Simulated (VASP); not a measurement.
Write the native input for VASP 6.6.1 that does the following.

```yaml
Task: relaxation of cell and atoms
Functional: PBE
Potentials_or_basis: VASP PAW PBE potentials, release 64 (Fe, O)
Cutoff: 600 eV
k_mesh: 12 × 12 × 12
Occupations: gaussian, width 0.02 eV
Spin: collinear spin, ferromagnetic start
Starting_moments: "[3.9, 0.17] μB"
Hubbard_terms: Fe d U = 5.3 eV
Dipole_correction: no
Further_INCAR_settings: ALGO = Normal; EDIFF = 1e-06; IBRION = 2; EDIFFG = -0.001; NSW = 80; ISIF = 3
```

The structure of FeO lies in POSCAR:

```
FeO
1.0
    1.5844211471      0.9147659758      2.4830502299
   -1.5844211471      0.9147659758      2.4830502299
    0.0000000000     -1.8295319515      2.4830502299
Fe O
1 1
Direct
    0.0000000000      0.0000000000      0.0000000000
    0.5000000000      0.5000000000      0.5000000000
```

The input as run:

INCAR

```
SYSTEM = FeO
PREC = Accurate
ENCUT = 600
EDIFF = 1E-6
ISMEAR = 0
SIGMA = 0.02
LREAL = .False.
LASPH = .True.
NELM = 150
ALGO = Normal
ISIF = 3
LWAVE = .False.
LCHARG = .False.
ISPIN = 2
MAGMOM = 3.9 0.17
LORBIT = 11
LMAXMIX = 4
LDAU = .True.
LDAUTYPE = 2
LDAUL = 2 -1
LDAUU = 5.3 0
LDAUJ = 0 0
LDAUPRINT = 1
GGA = PE
IBRION = 2
NSW = 80
EDIFFG = -0.001
```

KPOINTS

```
regular mesh
0
Gamma
  12 12 12
  0 0 0
```

Potentials or basis: VASP PAW PBE potentials, release 64 (Fe, O).

Run with:

```sh
$ cat potpaw_PBE.64/Fe/POTCAR potpaw_PBE.64/O/POTCAR > POTCAR
$ mpirun -np 1 vasp_std > vasp.out
```

It gave:

```yaml
Relaxed_volume: 10.11 Å³/atom
Relaxed_cell: a = 3.045 Å, b = 3.045 Å, c = 3.045 Å, α = 60.59°, β = 60.59°, γ = 60.59°
Space_group_after_relaxing_to_0.1_Å: Fm-3m (No. 225)
Energy_gained_by_relaxing: 23.8 meV/atom
Ionic_steps: 10
Pressure_after_relaxing: 0.0 GPa
Band_gap_on_the_k_mesh: zero (filled and empty bands overlap)
Net_moment: 4.00 μB per cell
Site_moments: Fe +3.85; O +0.17 μB
Valence_electrons_inside_the_program's_atomic_spheres: Fe 6.75; O 5.01
```

Caveat: a cell with one magnetic atom can't hold antiferromagnetic order, which such compounds often take.

Wall time 5.3 min on 1 thread of Intel(R) Xeon(R) 6975P-C (Granite Rapids) (shared host), peak memory 0.27 GiB.
